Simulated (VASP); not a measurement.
The system is CeO2.

```xyz
3
Lattice="0.0000 2.7037 2.7037 2.7037 0.0000 2.7037 2.7037 2.7037 0.0000" Properties=species:S:1:pos:R:3 pbc="T T T"
Ce    0.0000    0.0000    0.0000
O     4.0555    4.0555    4.0555
O     1.3518    1.3518    1.3518
```

Base run:

```yaml
Program: VASP 6.6.1
Functional: PBE
Potentials_or_basis: VASP PAW PBE potentials, release 64 (Ce, O)
Cutoff: 520 eV
k_mesh: 9 × 9 × 9
Occupations: fermi-dirac, width 0.05 eV
Spin: collinear spin, ferromagnetic start
Starting_moments: "[1.0, 0.0, 0.0] μB"
```

Its results: band gap on the k mesh 2.02 eV (least direct gap 2.08 eV); pressure 5.9 GPa; net moment 0.00 μB per cell.

Question: The run is repeated on the same cell with these changes: functional from PBE to r2SCAN. What comes out?

Answer: Band gap on the k mesh 2.28 eV (least direct gap 2.35 eV); pressure 3.0 GPa; net moment 0.00 μB per cell.

Caveats: the magnetic or orbital state may not be the lowest; the cell stands under pressure; the moments typed at the start vanished in this run; spin-orbit coupling is left out, which moves the levels of the heavy elements; an odd mesh through Γ misses points on the zone boundary, where band edges can lie; the PAW data sets were made with another functional, which shifts forces and pressure a little (at least some runs).
